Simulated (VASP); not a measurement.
# La2O3 (P-1) in VASP: single point with PBE

Aim: the single point of La2O3 with PBE.

Program: VASP 6.6.1. These are calculated values, not measurements. Logs are shortened: lines on timing, memory, paths and dates and some standing lists are left out, and cuts for length are marked.

**1. The cell of the first run**

The typed cell holds 5 atoms: a = 3.931 Å, b = 3.965 Å, c = 6.113 Å, α = 90.41°, β = 91.14°, γ = 120.85°.

**2. Single point, PBE**

INCAR reads:

```
SYSTEM = La2O3
PREC = Accurate
ENCUT = 520
EDIFF = 1E-6
ISMEAR = 0
SIGMA = 0.05
LREAL = .FALSE.
LASPH = .TRUE.
NELM = 100
ALGO = Normal
ISIF = 2
LWAVE = .FALSE.
LCHARG = .FALSE.
GGA = PE
NBANDS = 28
```

KPOINTS reads:

```
regular mesh
0
G
  6 6 4
  0 0 0
```

POSCAR reads:

```
La2O3
1.0
    3.9307780000     -0.0393077800     -0.0393077800
   -1.9994305300      3.4238068900     -0.0143876400
   -0.0611195400     -0.0611195400      6.1119540000
La O
2 3
Direct
    0.6666666667      0.3333333333      0.7537640000
    0.3333333333      0.6666666667      0.2462360000
    0.6666666667      0.3333333333      0.3541090000
    0.3333333333      0.6666666667      0.6458910000
    0.0000000000      0.0000000000      0.0000000000
```

Potentials or basis: VASP PAW PBE potentials, release 64 (La, O).

Run with:

```bash
$ cat potpaw_PBE.64/La/POTCAR potpaw_PBE.64/O/POTCAR > POTCAR
$ mpirun -np 1 vasp_std > vasp.out
```

OUTCAR:

```text
SYSTEM = La2O3
   PREC = Accurate
   ENCUT = 520
   EDIFF = 1E-6
   ISMEAR = 0
   LREAL = .FALSE.
   LASPH = .TRUE.
   NELM = 100
   ISIF = 2
   GGA = PE

 ion  position               nearest neighbor table
   1  0.667  0.333  0.754-   4 2.35   4 2.36   4 2.38   3 2.44   5 2.70   5 2.73   5 2.74
   2  0.333  0.667  0.246-   3 2.35   3 2.36   3 2.38   4 2.44   5 2.70   5 2.73   5 2.74
   3  0.667  0.333  0.354-   2 2.35   2 2.36   2 2.38   1 2.44
   4  0.333  0.667  0.646-   1 2.35   1 2.36   1 2.38   2 2.44
   5  0.000  0.000  0.000-   2 2.70   1 2.70   2 2.73   1 2.73   1 2.74   2 2.74

  LATTYP: Found a triclinic cell.
 ALAT       =     3.9648938281
 B/A-ratio  =     2.3305121974
 C/A-ratio  =     0.9914946600
 COS(alpha) =     0.0014995313
 COS(beta)  =     0.5128312355
 COS(gamma) =     0.6447776679

  Lattice vectors:

 A1 = (  -1.9994305300,   3.4238068900,  -0.0143876400)
 A2 = (  -0.0069635200,   6.8694255400,  -6.1800370600)
 A3 = (  -3.9307780000,   0.0393077800,   0.0393077800)

Analysis of symmetry for initial positions (statically):
=====================================================================
 Subroutine PRICEL returns:
 Original cell was already a primitive cell.

 Routine SETGRP: Setting up the symmetry group for a
 triclinic supercell.

 Subroutine GETGRP returns: Found  2 space group operations
 (whereof  2 operations were pure point group operations)
 out of a pool of  2 trial point group operations.

The static configuration has the point symmetry S_2 .

Analysis of symmetry for dynamics (positions and initial velocities):
=====================================================================
 Subroutine PRICEL returns:
 Original cell was already a primitive cell.

 Routine SETGRP: Setting up the symmetry group for a
 triclinic supercell.

 Subroutine GETGRP returns: Found  2 space group operations
 (whereof  2 operations were pure point group operations)
 out of a pool of  2 trial point group operations.

The dynamic configuration has the point symmetry S_2 .

 Subroutine INISYM returns: Found  2 space group operations
 (whereof  2 operations are pure point group operations),
 and found     1 'primitive' translations

----------------------------------------------------------------------------------------

                                     Primitive cell

  volume of cell :      81.7592

  direct lattice vectors                    reciprocal lattice vectors
     3.930778000 -0.039307780 -0.039307780     0.255937899  0.149479335  0.004054172
    -1.999430530  3.423806890 -0.014387640     0.002967860  0.293818186  0.002967860
    -0.061119540 -0.061119540  6.111954000     0.001652999  0.001652999  0.163646857

  length of vectors
     3.931171058  3.964893828  6.112565165     0.296419831  0.293848163  0.163663553

  position of ions in fractional coordinates (direct lattice)
     0.666666667  0.333333333  0.753764000
     0.333333333  0.666666667  0.246236000
     0.666666667  0.333333333  0.354109000
     0.333333333  0.666666667  0.645891000
     0.000000000  0.000000000  0.000000000

  ion indices of the primitive-cell ions
   primitive index   ion index
                 1           1
                 2           2
                 3           3
                 4           4
                 5           5

----------------------------------------------------------------------------------------

 KPOINTS: regular mesh

Automatic generation of k-mesh.
 Grid dimensions read from file:
 generate k-points for:    6    6    4

 Generating k-lattice:

  Cartesian coordinates                     Fractional coordinates (reciprocal lattice)
     0.042656316  0.024913223  0.000675695     0.166666667 -0.000000000 -0.000000000
     0.000494643  0.048969698  0.000494643    -0.000000000  0.166666667  0.000000000
     0.000413250  0.000413250  0.040911714    -0.000000000 -0.000000000  0.250000000

  Length of vectors
     0.049403305  0.048974694  0.040915888

  Shift w.r.t. Gamma in fractional coordinates (k-lattice)
     0.000000000  0.000000000  0.000000000

 Subroutine IBZKPT returns following result:
 ===========================================

 Found     76 irreducible k-points:

 Following reciprocal coordinates:
            Coordinates               Weight
  0.000000  0.000000  0.000000      1.000000
  0.166667  0.000000  0.000000      2.000000
  0.333333  0.000000  0.000000      2.000000
  0.500000  0.000000  0.000000      1.000000
  0.000000  0.166667 -0.000000      2.000000
  0.166667  0.166667  0.000000      2.000000
[... 16 lines left out ...]
  0.333333 -0.000000  0.250000      2.000000
  0.500000  0.000000  0.250000      2.000000
 [... further k-points ...]
   k-points           NKPTS =     76   k-points in BZ     NKDIM =     76   number of bands    NBANDS=     28
   number of dos      NEDOS =    301   number of ions     NIONS =      5
   total plane-waves  NPLWV =  43200
   dimension x,y,z NGX =    30 NGY =   30 NGZ =   48
   dimension x,y,z NGXF=    60 NGYF=   60 NGZF=   96
   ions per type =               2   3
   NGX,Y,Z   is equivalent  to a cutoff of  12.69, 12.58, 13.05 a.u.
   NGXF,Y,Z  is equivalent  to a cutoff of  25.37, 25.16, 26.11 a.u.
 SYSTEM =  La2O3
   PREC   = accura    normal or accurate (medium, high low for compatibility)
   ISTART =      0    job   : 0-new  1-cont  2-samecut
   ICHARG =      2    charge: 1-file 2-atom 10-const
   ISPIN  =      1    spin polarized calculation?
   LNONCOLLINEAR =      F non collinear calculations
   LSORBIT =      F    spin-orbit coupling
   LASPH  =      T    aspherical Exc in radial PAW
   ENCUT  =  520.0 eV  38.22 Ry    6.18 a.u.   7.31  7.37 11.37*2*pi/ulx,y,z
   NELM   =    100;   NELMIN=  2; NELMDL= -5     # of ELM steps
   EDIFF  = 0.1E-05   stopping-criterion for ELM
   LREAL  =      F    real-space projection
   EDIFFG = 0.1E-04   stopping-criterion for IOM
   NSW    =      0    number of steps for IOM
   IBRION =     -1    ionic relax: 0-MD 1-quasi-New 2-CG
   NFREE  =      0    steps in history (QN), initial steepest desc. (CG)
   ISIF   =      2    stress and relaxation
   ISYM   =      2    0-nonsym 1-usesym 2-fastsym
   POTIM  = 0.5000    time-step for ionic-motion
   TEBEG  =    0.0;   TEEND  =   0.0 temperature during run
   PSTRESS=    0.0 pullay stress
   NELECT =      40.0000    total number of electrons
   NUPDOWN=      -1.0000    fix difference up-down
   EMIN   =  10.00;   EMAX   =-10.00  energy-range for DOS
   EFERMI =   0.00;   METHOD = LEGACY
   ISMEAR =     0;   SIGMA  =   0.05  broadening in eV -4-tet -1-fermi 0-gaus
   EFERMI_NEDOS =   21; number of points for ismear=-14 and -15
   IALGO  =     38    algorithm
   IMIX   =      4    mixing-type and parameters
     AMIX     =   0.40;   BMIX     =  1.00
     AMIX_MAG =   1.60;   BMIX_MAG =  1.00
  volume/ion in A,a.u.               =      16.35       110.35
  Fermi-wavevector in a.u.,A,eV,Ry     =   1.289979  2.437707 22.640720  1.664046
  Thomas-Fermi vector in A             =   2.421839
   LORBIT       =      0    0 simple, 1 ext, 2 COOP (PROOUT), +10 PAW based schemes
   GGA     = PE    functional components
   LHFCALC =     F    Hartree Fock is set to
   AEXX    =    0.0000 exact exchange contribution
   IVDW    =     0    specifies the selected vdW correction
   LEPSILON=     F    determine dielectric tensor
   LRPA    =     F    only Hartree local field effects (RPA)
 non-spin polarized calculation
 Gauss-broadening in eV      SIGMA  =   0.05
  energy-cutoff  :      520.00
  volume of cell :       81.76
 maximum number of plane-waves:      2223
 NGX is ok and might be reduce to    30
   NGX = 15   NGY = 15   NGZ = 23

 number of electron      39.9999993 magnetization

 Free energy of the ion-electron system (eV)
  ---------------------------------------------------
  ext. energy  EPLUGINS =         0.00000000
  ---------------------------------------------------
  free energy    TOTEN  =       -41.79211426 eV

  energy without entropy =      -41.79211426  energy(sigma->0) =      -41.79211426

 E-fermi :   6.2337     XC(G=0): -10.4744

 val. band max:        5.9932063656   @ k =   0.5000   0.5000   0.5000
 cond. band min:       9.8276538847   @ k =   0.0000   0.5000   0.0000
 fundamental gap:      3.8344475191
 Fermi energy:         6.2336659472

 k-point     1 :       0.0000    0.0000    0.0000
  band No.  band energies     occupation
      1     -23.8422      2.00000
      2     -23.5972      2.00000
      3     -10.9604      2.00000
      4      -9.7045      2.00000
      5      -9.2581      2.00000
      6      -7.3120      2.00000
[... 20 lines left out ...]
     27      11.3782      0.00000
     28      11.5915      0.00000

 k-point     2 :       0.1667    0.0000    0.0000
  band No.  band energies     occupation
      1     -23.7947      2.00000
      2     -23.5782      2.00000
      3     -10.9647      2.00000
      4     -10.1646      2.00000
      5      -9.5511      2.00000
      6      -7.4216      2.00000
[... 20 lines left out ...]
     27      11.4654      0.00000
     28      11.5674      0.00000

 k-point     3 :       0.3333    0.0000    0.0000
  band No.  band energies     occupation
      1     -23.6882      2.00000
      2     -23.5488      2.00000
      3     -11.1345      2.00000
      4     -10.8851      2.00000
      5      -9.6068      2.00000
      6      -7.6121      2.00000
[... 20 lines left out ...]
     27      11.4240      0.00000
     28      11.4462      0.00000

 k-point     4 :       0.5000    0.0000    0.0000
  band No.  band energies     occupation
      1     -23.6199      2.00000
      2     -23.5478      2.00000
      3     -11.2479      2.00000
      4     -11.2206      2.00000
      5      -9.4178      2.00000
      6      -7.9273      2.00000
[... 578 lines left out ...]
     27      11.4744      0.00000
     28      11.5068      0.00000

 k-point    23 :       0.3333   -0.0000    0.2500
  band No.  band energies     occupation
      1     -23.6629      2.00000
      2     -23.5747      2.00000
      3     -11.2100      2.00000
      4     -10.8495      2.00000
      5      -9.5944      2.00000
      6      -7.5693      2.00000
[... 20 lines left out ...]
     27      11.4193      0.00000
     28      11.4918      0.00000

 k-point    24 :       0.5000    0.0000    0.2500
  band No.  band energies     occupation
      1     -23.6115      2.00000
      2     -23.5558      2.00000
      3     -11.3708      2.00000
      4     -11.1878      2.00000
      5      -9.3327      2.00000
      6      -7.7055      2.00000
[... 20 lines left out ...]
     27      11.3451      0.00000
     28      11.3850      0.00000

 [... further k-points ...]

------------------------ aborting loop because EDIFF is reached ----------------------------------------

  FORCE on cell =-STRESS in cart. coord.  units (eV):
  Direction    XX          YY          ZZ          XY          YZ          ZX
  --------------------------------------------------------------------------------------
  -------------------------------------------------------------------------------------
  Total        0.9073233      0.6262909      0.9738912      0.8379361      0.7459786      0.9059312
  in kB       17.7801793     12.2729852     19.0846639     16.4204478     14.6184206     17.7529005
  external PRESSURE =      16.3792762 kB  Pullay stress =       0.0000000 kB

 VOLUME and BASIS-vectors are now :
 -----------------------------------------------------------------------------
  energy-cutoff  :      520.00
  volume of cell :       81.76
      direct lattice vectors                 reciprocal lattice vectors
     3.930778000 -0.039307780 -0.039307780     0.255937899  0.149479335  0.004054172
    -1.999430530  3.423806890 -0.014387640     0.002967860  0.293818186  0.002967860
    -0.061119540 -0.061119540  6.111954000     0.001652999  0.001652999  0.163646857

 POSITION                                       TOTAL-FORCE (eV/Angst)
 -----------------------------------------------------------------------------------
      1.90797      1.06899      4.57597        -0.043964      0.089327     -0.003135
     -0.03774      2.25439      1.48229         0.043964     -0.089327      0.003135
      1.93240      1.09342      2.13330        -0.077492      0.032720     -0.013069
     -0.06217      2.22996      3.92496         0.077492     -0.032720      0.013069
      0.00000      0.00000      0.00000         0.000000      0.000000      0.000000
 -----------------------------------------------------------------------------------
    total drift:                               -0.000000      0.000000      0.000000

  FREE ENERGIE OF THE ION-ELECTRON SYSTEM (eV)
  ---------------------------------------------------
  free  energy   TOTEN  =       -41.7921142625 eV

  energy  without entropy=      -41.7921142625  energy(sigma->0) =      -41.79211426
```

Run time: 6.6 min. Hardware: 1 thread of Intel Xeon 8259CL, shared host; peak memory 0.32 GiB.

Results:

```yaml
Free_energy: -41.7921 eV
Pressure: 1.6 GPa
Largest_force: 0.100 eV/Å
Band_gap_on_the_k_mesh: 3.83 eV (least direct gap 3.97 eV)
```

Forces on the atoms (eV/Å):
```
La  -0.044  0.089 -0.003
La   0.044 -0.089  0.003
O   -0.077  0.033 -0.013
O    0.077 -0.033  0.013
O    0.000  0.000  0.000
```

Levels at points of the mesh, in eV from the valence-band top:
| k point | band 16 | band 17 | band 18 | band 19 | band 20 | band 21 | band 22 | band 23 | band 24 | band 25 |
| --- | --- | --- | --- | --- | --- | --- | --- | --- | --- | --- |
| (0.00, 0.00, 0.00) | -2.08 | -1.66 | -0.43 | -0.36 | -0.10 | 4.29 | 4.53 | 4.63 | 5.15 | 5.34 |
| (0.50, 0.00, 0.00) | -0.80 | -0.77 | -0.66 | -0.40 | -0.23 | 3.85 | 4.73 | 5.14 | 5.19 | 5.26 |
| (0.00, 0.50, 0.00) | -0.74 | -0.72 | -0.60 | -0.44 | -0.34 | 3.83 | 4.68 | 5.15 | 5.17 | 5.27 |
| (0.50, 0.50, 0.00) | -0.78 | -0.76 | -0.62 | -0.43 | -0.31 | 3.85 | 4.70 | 5.16 | 5.17 | 5.26 |
| (0.00, 0.00, 0.50) | -1.85 | -1.00 | -0.79 | -0.30 | -0.27 | 4.69 | 4.69 | 4.73 | 4.96 | 5.35 |
| (0.50, 0.00, 0.50) | -1.03 | -0.91 | -0.72 | -0.34 | 0.00 | 4.40 | 4.63 | 5.02 | 5.20 | 5.24 |
| (0.00, 0.50, 0.50) | -0.97 | -0.93 | -0.71 | -0.38 | 0.00 | 4.38 | 4.60 | 5.06 | 5.18 | 5.24 |
| (0.50, 0.50, 0.50) | -1.00 | -0.99 | -0.69 | -0.39 | 0.00 | 4.39 | 4.61 | 5.07 | 5.18 | 5.23 |

Caveat: spin-orbit coupling is left out, which moves the levels of the heavy elements. A k mesh can miss the band edges.
